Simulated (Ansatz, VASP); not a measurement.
Two plane-wave programs on MgO

Contents of INCAR:

```
PREC     = Accurate       # precision mode
ENCUT    = 840            # plane-wave cutoff, eV
EDIFF    = 1E-6           # SCF threshold, eV
ISMEAR   = 0              # smearing method
SIGMA    = 0.01           # smearing width, eV
LREAL    = F              # projectors in reciprocal space
LASPH    = T              # aspherical terms in the spheres
NELM     = 120            # most SCF steps
ALGO     = Normal         # electronic algorithm
ISIF     = 2              # what is computed and relaxed
LWAVE    = F              # write WAVECAR
LCHARG   = F              # write CHGCAR
GGA      = PE             # functional
NBANDS   = 15             # bands
GGA_COMPAT= F
```

Contents of KPOINTS:

```
regular mesh
0
Gamma
  8 8 8
```

POSCAR

```
MgO
1.0
    0.0000000000      2.1090500000      2.1090500000
    2.1090500000      0.0000000000      2.1090500000
    2.1090500000      2.1090500000      0.0000000000
Mg O
1 1
Direct
    0.0000000000      0.0000000000      0.0000000000
    0.5000000000      0.5000000000      0.5000000000
```

Input for Ansatz:

```yaml
crystal:
  lattice:
    - [0.0, 2.10905, 2.10905]
    - [2.10905, 0.0, 2.10905]
    - [2.10905, 2.10905, 0.0]
  atoms:
    - { symbol: Mg, position: [0.0, 0.0, 0.0] }
    - { symbol: O, position: [0.5, 0.5, 0.5] }
hamiltonian:
  xc: pbe
  pseudopotentials: { kind: paw }
basis:
  ecutwfc: 420
kpoints:
  mp_grid: { grid: [8, 8, 8] }
scf:
  occupations: { method: fixed }
  lower_state_search: "off"
  max_iter: 70
output:
  forces: true
  stress: true
```

Alike in both runs: task single point; functional PBE; k mesh 8 × 8 × 8; no spin polarisation.

|  | VASP | Ansatz |
| --- | --- | --- |
| version | VASP 6.6.1 | Ansatz 0.2.0 |
| potentials or method | VASP PAW PBE potentials, release 64 (Mg_sv, O), cutoff 840 eV | PAW, plane waves, scalar-relativistic |
| occupations | gaussian, width 0.01 eV | fixed |
| valence electrons in the cell | 16 | 16 |

Ansatz gave:

| Item | Value |
| --- | --- |
| pressure (GPa) | 4.0 |

Task: Estimate VASP's values.

Result: Pressure (GPa): 4.1.
